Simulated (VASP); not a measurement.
Here is a VASP 6.6.1 calculation.

The input INCAR:

```
SYSTEM = Mg3O4
PREC = Accurate
ENCUT = 520
EDIFF = 1E-6
ISMEAR = 0
SIGMA = 0.05
LREAL = .False.
LASPH = .True.
NELM = 150
ALGO = Normal
ISIF = 2
LWAVE = .False.
LCHARG = .False.
ISPIN = 2
MAGMOM = 0 0 0 0 0 0 2
LORBIT = 11
LDIPOL = .True.
IDIPOL = 3
DIPOL = 0.5 0.5 0.335
GGA = PE
NBANDS = 28
```

Contents of KPOINTS:

```
Automatic mesh
0
Gamma
  9 9 1
  0 0 0
```

Contents of POSCAR:

```
Mg3O4
1.0
    3.0085896345      0.0000000000      0.0000000000
    0.0000000000      3.0085896345      0.0000000000
    0.0000000000      0.0000000000     19.7799623498
Mg O
3 4
Direct
    0.5000000000      0.5000000000      0.2022248541
    0.0000000000      0.0000000000      0.3100331121
    0.5000000000      0.5000000000      0.4161289127
    0.0000000000      0.0000000000      0.2022248541
    0.5000000000      0.5000000000      0.3095409237
    0.0000000000      0.0000000000      0.4186035445
    0.0000000000      0.2500000000      0.4836039878
```

Potentials or basis: VASP PAW PBE potentials, release 64 (Mg, O).

Launch:

```console
$ cat potpaw_PBE.64/Mg/POTCAR potpaw_PBE.64/O/POTCAR > POTCAR
$ mpirun -np 1 vasp_std > vasp.out
```

Problem. Predict the band gap on the k mesh.

Solution. Zero (filled and empty bands overlap).

Problem. Predict the largest force.

Solution. 3.355 eV/Å.

Problem. What does it give for the net moment?

Solution. -0.01 μB per cell.

Forces in eV/Å, atoms in the order of the input:
```
Mg   0.000  0.003  0.248
Mg   0.000  0.130 -0.305
Mg   0.000  0.027  3.169
O    0.000  0.007 -0.239
O    0.000  0.174  0.206
O    0.000 -0.856 -3.244
O    0.000  0.515  0.166
```
